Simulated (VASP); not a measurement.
# HfC2 (P6/mmm) in VASP: notebook

Runs on HfC2. Level: PBE. Tasks: single point, relaxation of cell and atoms.

Everything below comes from runs of VASP 6.6.1. Logs are shortened: lines on timing, memory, paths and dates and some standing lists are left out, and cuts for length are marked.

## (1) The cell of the first run

Symmetry: P6/mmm, No. 191, hexagonal system. Conventional cell: a = 3.239 Å, b = 3.239 Å, c = 3.214 Å, α = 90.00°, β = 90.00°, γ = 120.00°. Hf (site symmetry 6/mmm) has 12 C at 2.47 Å and 8 Hf at 3.21 to 3.24 Å within 3.3 Å. C (site symmetry -6m2) has 3 C at 1.87 Å and 6 Hf at 2.47 Å within 2.5 Å.

## (2) Single point, PBE

INCAR

```
ALGO = Normal
EDIFF = 1E-7
ENCUT = 520
GGA = PE
ISIF = 2
ISMEAR = 0
LASPH = T
LCHARG = T
LELF = T
LREAL = F
LVHAR = T
LWAVE = F
NBANDS = 16
NELM = 80
PREC = Accurate
SIGMA = 0.1
```

KPOINTS

```
k-points
0
Gamma
  18 18 14
```

POSCAR

```
HfC2
1.0
    3.2386326344      0.0000000000      0.0000000000
   -1.6193163172      2.8047381349      0.0000000000
    0.0000000000      0.0000000000      3.2140841422
Hf C
1 2
Direct
    0.0000000000      0.0000000000      0.0000000000
    0.3333333333      0.6666666667      0.5000000000
    0.6666666667      0.3333333333      0.5000000000
```

Potentials or basis: VASP PAW PBE potentials, release 64 (Hf_pv, C).

Command:

```bash
> cat potpaw_PBE.64/Hf_pv/POTCAR potpaw_PBE.64/C/POTCAR > POTCAR
> mpirun -np 1 vasp_std > vasp.out
```

OUTCAR:

```text
EDIFF = 1E-7
   ENCUT = 520
   GGA = PE
   ISIF = 2
   ISMEAR = 0
   LASPH = T
   LREAL = F
   NELM = 80
   PREC = Accurate

 ion  position               nearest neighbor table
   1  0.000  0.000  0.000-   2 2.47   3 2.47   2 2.47   3 2.47   2 2.47   2 2.47   3 2.47   3 2.47
                             3 2.47   3 2.47   2 2.47   2 2.47
   2  0.333  0.667  0.500-   3 1.87   3 1.87   3 1.87   1 2.47   1 2.47   1 2.47   1 2.47   1 2.47
                             1 2.47
   3  0.667  0.333  0.500-   2 1.87   2 1.87   2 1.87   1 2.47   1 2.47   1 2.47   1 2.47   1 2.47
                             1 2.47

  LATTYP: Found a hexagonal cell.
 ALAT       =     3.2386326344
 C/A-ratio  =     0.9924201060

  Lattice vectors:

 A1 = (   3.2386326344,   0.0000000000,   0.0000000000)
 A2 = (  -1.6193163172,   2.8047381349,   0.0000000000)
 A3 = (   0.0000000000,   0.0000000000,   3.2140841422)

Analysis of symmetry for initial positions (statically):
=====================================================================
 Subroutine PRICEL returns:
 Original cell was already a primitive cell.

 Routine SETGRP: Setting up the symmetry group for a
 hexagonal supercell.

 Subroutine GETGRP returns: Found 24 space group operations
 (whereof 24 operations were pure point group operations)
 out of a pool of 24 trial point group operations.

The static configuration has the point symmetry D_6h.

Analysis of symmetry for dynamics (positions and initial velocities):
=====================================================================
 Subroutine PRICEL returns:
 Original cell was already a primitive cell.

 Routine SETGRP: Setting up the symmetry group for a
 hexagonal supercell.

 Subroutine GETGRP returns: Found 24 space group operations
 (whereof 24 operations were pure point group operations)
 out of a pool of 24 trial point group operations.

The dynamic configuration has the point symmetry D_6h.

 Subroutine INISYM returns: Found 24 space group operations
 (whereof 24 operations are pure point group operations),
 and found     1 'primitive' translations

----------------------------------------------------------------------------------------

                                     Primitive cell

  volume of cell :      29.1952

  direct lattice vectors                    reciprocal lattice vectors
     3.238632634  0.000000000  0.000000000     0.308772285  0.178269762  0.000000000
    -1.619316317  2.804738135  0.000000000     0.000000000  0.356539524  0.000000000
     0.000000000  0.000000000  3.214084142     0.000000000  0.000000000  0.311130623

  length of vectors
     3.238632634  3.238632634  3.214084142     0.356539524  0.356539524  0.311130623

  position of ions in fractional coordinates (direct lattice)
     0.000000000  0.000000000  0.000000000
     0.333333333  0.666666667  0.500000000
     0.666666667  0.333333333  0.500000000

  ion indices of the primitive-cell ions
   primitive index   ion index
                 1           1
                 2           2
                 3           3

----------------------------------------------------------------------------------------

 KPOINTS: k-points

Automatic generation of k-mesh.
 Grid dimensions read from file:
 generate k-points for:   18   18   14

 Generating k-lattice:

  Cartesian coordinates                     Fractional coordinates (reciprocal lattice)
     0.017154016  0.009903876  0.000000000     0.055555556  0.000000000  0.000000000
     0.000000000  0.019807751  0.000000000     0.000000000  0.055555556  0.000000000
     0.000000000  0.000000000  0.022223616     0.000000000  0.000000000  0.071428571

  Length of vectors
     0.019807751  0.019807751  0.022223616

  Shift w.r.t. Gamma in fractional coordinates (k-lattice)
     0.000000000  0.000000000  0.000000000

 Subroutine IBZKPT returns following result:
 ===========================================

 Found    296 irreducible k-points:

 Following reciprocal coordinates:
            Coordinates               Weight
  0.000000  0.000000  0.000000      1.000000
  0.055556 -0.000000  0.000000      6.000000
  0.111111 -0.000000  0.000000      6.000000
  0.166667  0.000000  0.000000      6.000000
  0.222222 -0.000000  0.000000      6.000000
  0.277778  0.000000  0.000000      6.000000
[... 16 lines left out ...]
  0.333333  0.111111  0.000000     12.000000
  0.388889  0.111111  0.000000     12.000000
 [... further k-points ...]
   k-points           NKPTS =    296   k-points in BZ     NKDIM =    296   number of bands    NBANDS=     16
   number of dos      NEDOS =    301   number of ions     NIONS =      3
   total plane-waves  NPLWV =  13824
   dimension x,y,z NGX =    24 NGY =   24 NGZ =   24
   dimension x,y,z NGXF=    48 NGYF=   48 NGZF=   48
   ions per type =               1   2
   NGX,Y,Z   is equivalent  to a cutoff of  12.32, 12.32, 12.41 a.u.
   NGXF,Y,Z  is equivalent  to a cutoff of  24.64, 24.64, 24.83 a.u.
 SYSTEM =  unknown system
   PREC   = accura    normal or accurate (medium, high low for compatibility)
   ISTART =      0    job   : 0-new  1-cont  2-samecut
   ICHARG =      2    charge: 1-file 2-atom 10-const
   ISPIN  =      1    spin polarized calculation?
   LNONCOLLINEAR =      F non collinear calculations
   LSORBIT =      F    spin-orbit coupling
   LASPH  =      T    aspherical Exc in radial PAW
   ENCUT  =  520.0 eV  38.22 Ry    6.18 a.u.   6.02  6.02  5.98*2*pi/ulx,y,z
   NELM   =     80;   NELMIN=  2; NELMDL= -5     # of ELM steps
   EDIFF  = 0.1E-06   stopping-criterion for ELM
   LREAL  =      F    real-space projection
   EDIFFG = 0.1E-05   stopping-criterion for IOM
   NSW    =      0    number of steps for IOM
   IBRION =     -1    ionic relax: 0-MD 1-quasi-New 2-CG
   NFREE  =      0    steps in history (QN), initial steepest desc. (CG)
   ISIF   =      2    stress and relaxation
   ISYM   =      2    0-nonsym 1-usesym 2-fastsym
   POTIM  = 0.5000    time-step for ionic-motion
   TEBEG  =    0.0;   TEEND  =   0.0 temperature during run
   PSTRESS=    0.0 pullay stress
   NELECT =      18.0000    total number of electrons
   NUPDOWN=      -1.0000    fix difference up-down
   EMIN   =  10.00;   EMAX   =-10.00  energy-range for DOS
   EFERMI =   0.00;   METHOD = LEGACY
   ISMEAR =     0;   SIGMA  =   0.10  broadening in eV -4-tet -1-fermi 0-gaus
   EFERMI_NEDOS =   21; number of points for ismear=-14 and -15
   IALGO  =     38    algorithm
   IMIX   =      4    mixing-type and parameters
     AMIX     =   0.40;   BMIX     =  1.00
     AMIX_MAG =   1.60;   BMIX_MAG =  1.00
  volume/ion in A,a.u.               =       9.73        65.67
  Fermi-wavevector in a.u.,A,eV,Ry     =   1.393355  2.633060 26.414886  1.941439
  Thomas-Fermi vector in A             =   2.517009
   LORBIT       =      0    0 simple, 1 ext, 2 COOP (PROOUT), +10 PAW based schemes
   GGA     = PE    functional components
   LHFCALC =     F    Hartree Fock is set to
   AEXX    =    0.0000 exact exchange contribution
   IVDW    =     0    specifies the selected vdW correction
   LEPSILON=     F    determine dielectric tensor
   LRPA    =     F    only Hartree local field effects (RPA)
 non-spin polarized calculation
 Gauss-broadening in eV      SIGMA  =   0.10
  energy-cutoff  :      520.00
  volume of cell :       29.20
 maximum number of plane-waves:       811
   NGX = 13   NGY = 13   NGZ = 11

 number of electron      18.0000000 magnetization

 Free energy of the ion-electron system (eV)
  ---------------------------------------------------
  ext. energy  EPLUGINS =         0.00000000
  ---------------------------------------------------
  free energy    TOTEN  =       -25.91660189 eV

  energy without entropy =      -25.91319737  energy(sigma->0) =      -25.91489963

 E-fermi :   8.7799     XC(G=0): -12.9307

 val. band max:        8.7665429783   @ k =   0.3333   0.1667   0.4286
 cond. band min:       8.7845845752   @ k =   0.3333   0.1667   0.5000
 fundamental gap:      0.0180415969
 Fermi energy:         8.7798624164

 k-point     1 :       0.0000    0.0000    0.0000
  band No.  band energies     occupation
      1     -22.4166      2.00000
      2     -22.3499      2.00000
      3     -22.3499      2.00000
      4      -8.5262      2.00000
      5       2.8529      2.00000
      6       2.8529      2.00000
[... 8 lines left out ...]
     15      12.5687      0.00000
     16      12.5687      0.00000

 k-point     2 :       0.0556   -0.0000    0.0000
  band No.  band energies     occupation
      1     -22.4137      2.00000
      2     -22.3697      2.00000
      3     -22.3542      2.00000
      4      -8.4635      2.00000
      5       2.4573      2.00000
      6       2.8472      2.00000
[... 8 lines left out ...]
     15      12.6361      0.00000
     16      12.7555      0.00000

 k-point     3 :       0.1111   -0.0000    0.0000
  band No.  band energies     occupation
      1     -22.4263      2.00000
      2     -22.4054      2.00000
      3     -22.3664      2.00000
      4      -8.2783      2.00000
      5       1.6385      2.00000
      6       2.8287      2.00000
[... 8 lines left out ...]
     15      12.7555      0.00000
     16      13.2481      0.00000

 k-point     4 :       0.1667    0.0000    0.0000
  band No.  band energies     occupation
      1     -22.5116      2.00000
      2     -22.3926      2.00000
      3     -22.3852      2.00000
      4      -7.9783      2.00000
      5       0.7215      2.00000
      6       2.7946      2.00000
[... 8 lines left out ...]
     15      13.3111      0.00000
     16      13.9366      0.00000

 k-point     5 :       0.2222   -0.0000    0.0000
  band No.  band energies     occupation
      1     -22.6140      2.00000
      2     -22.4080      2.00000
      3     -22.3768      2.00000
      4      -7.5752      2.00000
      5      -0.2000      2.00000
      6       2.7447      2.00000
[... 8 lines left out ...]
     15      14.0314      0.00000
     16      14.7410      0.00000

 k-point     6 :       0.2778    0.0000    0.0000
  band No.  band energies     occupation
      1     -22.7205      2.00000
      2     -22.4322      2.00000
      3     -22.3600      2.00000
      4      -7.0822      2.00000
      5      -1.0995      2.00000
      6       2.6834      2.00000
[... 8 lines left out ...]
     15      14.8563      0.00000
     16      15.5991      0.00000

 k-point     7 :       0.3333    0.0000    0.0000
  band No.  band energies     occupation
      1     -22.8184      2.00000
      2     -22.4548      2.00000
      3     -22.3441      2.00000
      4      -6.5133      2.00000
      5      -1.9690      2.00000
      6       2.6196      2.00000
[... 8 lines left out ...]
     15      15.7163      0.00000
     16      16.1305      0.00000

 k-point     8 :       0.3889    0.0000    0.0000
  band No.  band energies     occupation
      1     -22.8967      2.00000
      2     -22.4732      2.00000
      3     -22.3311      2.00000
      4      -5.8832      2.00000
      5      -2.8042      2.00000
      6       2.5641      2.00000
[... 8 lines left out ...]
     15      15.6456      0.00000
     16      16.5158      0.00000

 k-point     9 :       0.4444   -0.0000    0.0000
  band No.  band energies     occupation
      1     -22.9471      2.00000
      2     -22.4851      2.00000
      3     -22.3226      2.00000
      4      -5.2150      2.00000
      5      -3.5914      2.00000
      6       2.5265      2.00000
[... 8 lines left out ...]
     15      16.0018      0.00000
     16      17.1139      0.00000
[... 172 lines left out ...]
 k-point    19 :       0.1111    0.1111    0.0000
  band No.  band energies     occupation
      1     -22.5514      2.00000
      2     -22.4024      2.00000
      3     -22.3855      2.00000
      4      -7.8029      2.00000
      5       0.3617      2.00000
      6       2.5784      2.00000
[... 8 lines left out ...]
     15      13.4171      0.00000
     16      13.5334      0.00000

 k-point    20 :       0.1667    0.1111    0.0000
  band No.  band energies     occupation
      1     -22.6396      2.00000
      2     -22.4314      2.00000
      3     -22.3706      2.00000
      4      -7.4066      2.00000
      5      -0.4028      2.00000
      6       2.3231      2.00000
[... 8 lines left out ...]
     15      13.7760      0.00000
     16      14.2663      0.00000

 k-point    21 :       0.2222    0.1111    0.0000
  band No.  band energies     occupation
      1     -22.7311      2.00000
      2     -22.4625      2.00000
      3     -22.3548      2.00000
      4      -6.9212      2.00000
      5      -1.1862      2.00000
      6       2.0427      2.00000
[... 8 lines left out ...]
     15      14.5736      0.00000
     16      15.0625      0.00000

 k-point    22 :       0.2778    0.1111    0.0000
  band No.  band energies     occupation
      1     -22.8152      2.00000
      2     -22.4918      2.00000
      3     -22.3399      2.00000
      4      -6.3607      2.00000
      5      -1.9711      2.00000
      6       1.7798      2.00000
[... 8 lines left out ...]
     15      15.4395      0.00000
     16      15.6001      0.00000

 k-point    23 :       0.3333    0.1111    0.0000
  band No.  band energies     occupation
      1     -22.8826      2.00000
      2     -22.5156      2.00000
      3     -22.3277      2.00000
      4      -5.7411      2.00000
      5      -2.7458      2.00000
      6       1.5682      2.00000
[... 8 lines left out ...]
     15      15.5422      0.00000
     16      16.2609      0.00000

 k-point    24 :       0.3889    0.1111    0.0000
  band No.  band energies     occupation
      1     -22.9260      2.00000
      2     -22.5312      2.00000
      3     -22.3197      2.00000
      4      -5.0894      2.00000
      5      -3.4884      2.00000
      6       1.4317      2.00000
[... 8 lines left out ...]
     15      15.7195      0.00000
     16      16.8860      0.00000

 [... further k-points ...]
[... 5 lines left out ...]
  --------------------------------------------------------------------------------------
  -------------------------------------------------------------------------------------
  Total       -0.3306962     -0.3306962     -0.3124514      0.0000000     -0.0000000      0.0000000
  in kB      -18.1479891    -18.1479891    -17.1467483      0.0000000     -0.0000000      0.0000000
  external PRESSURE =     -17.8142421 kB  Pullay stress =       0.0000000 kB

 VOLUME and BASIS-vectors are now :
 -----------------------------------------------------------------------------
  energy-cutoff  :      520.00
  volume of cell :       29.20
      direct lattice vectors                 reciprocal lattice vectors
     3.238632634  0.000000000  0.000000000     0.308772285  0.178269762  0.000000000
    -1.619316317  2.804738135  0.000000000     0.000000000  0.356539524  0.000000000
     0.000000000  0.000000000  3.214084142     0.000000000  0.000000000  0.311130623

 POSITION                                       TOTAL-FORCE (eV/Angst)
 -----------------------------------------------------------------------------------
      0.00000      0.00000      0.00000        -0.000000      0.000000      0.000000
     -0.00000      1.86983      1.60704        -0.000000      0.000000      0.000000
      1.61932      0.93491      1.60704         0.000000     -0.000000      0.000000
 -----------------------------------------------------------------------------------
    total drift:                               -0.000000      0.000000      0.000000

  FREE ENERGIE OF THE ION-ELECTRON SYSTEM (eV)
  ---------------------------------------------------
  free  energy   TOTEN  =       -25.9166018937 eV

  energy  without entropy=      -25.9131973722  energy(sigma->0) =      -25.91489963
```

It took 69 s on 1 thread of Intel Xeon 6975P-C, shared host; peak memory 0.25 GiB.

Results:

```
Free energy            : -25.9166 eV
Pressure               : -1.8 GPa
Band gap on the k mesh : zero (band 9 reaches 11.06 eV, above the bottom of band 10 at 6.72 eV)
```

Levels at points of the mesh, in eV from the Fermi level:
```tsv
k point	band 6	band 7	band 8	band 9	band 10	band 11	band 12	band 13
(0.00, 0.00, 0.00)	-5.93	-4.23	-3.25	-3.17	1.70	1.70	2.97	3.55
(0.50, 0.00, 0.00)	-6.27	-5.07	-4.55	-0.45	2.51	2.73	3.27	3.81
(0.00, 0.00, 0.50)	-4.61	-4.61	-2.30	-2.06	-2.06	0.25	0.25	0.86
(0.50, 0.00, 0.50)	-7.58	-6.11	-4.76	-0.65	4.90	4.99	5.92	6.06
```

Caveat: spin-orbit coupling is left out, which moves the levels of the heavy elements.

(Continued in part 2 of 2.)
